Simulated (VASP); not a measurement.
Here is a VASP 6.6.1 calculation.

Contents of INCAR:

```
SYSTEM = Sc
PREC = Accurate ; ENCUT = 520
EDIFF = 1E-7 ; ISMEAR = -1
SIGMA = 0.05 ; LREAL = .False.
LASPH = .True. ; NELM = 80
ALGO = Normal ; ISIF = 2
LWAVE = .False. ; LCHARG = .True.
GGA = PS ; LELF = .True.
LVHAR = .True. ; NBANDS = 18
```

File KPOINTS:

```
regular mesh
0
Gamma
  9 9 5
  0 0 0
```

The input POSCAR:

```
Sc
1.0
    3.1968181553      0.0000000000      0.0000000000
   -1.5984090776      2.7685257338      0.0000000000
    0.0000000000      0.0000000000      4.9525788626
Sc
2
Direct
    0.6666666667      0.3333333333      0.7500000000
    0.3333333333      0.6666666667      0.2500000000
```

Potentials or basis: VASP PAW PBE potentials, release 64 (Sc_sv).

Command:

```bash
$ cat potpaw_PBE.64/Sc_sv/POTCAR > POTCAR
$ mpirun -np 1 vasp_std > vasp.out
```

Task: What does it give for the band gap on the k mesh?

Result: Zero (bands 11 and 12 overlap by 1.62 eV).

Task: Predict the pressure.

Result: 5.0 GPa.

Caveat: the cell stands under pressure; the PAW data sets were made with another functional, which shifts forces and pressure a little.
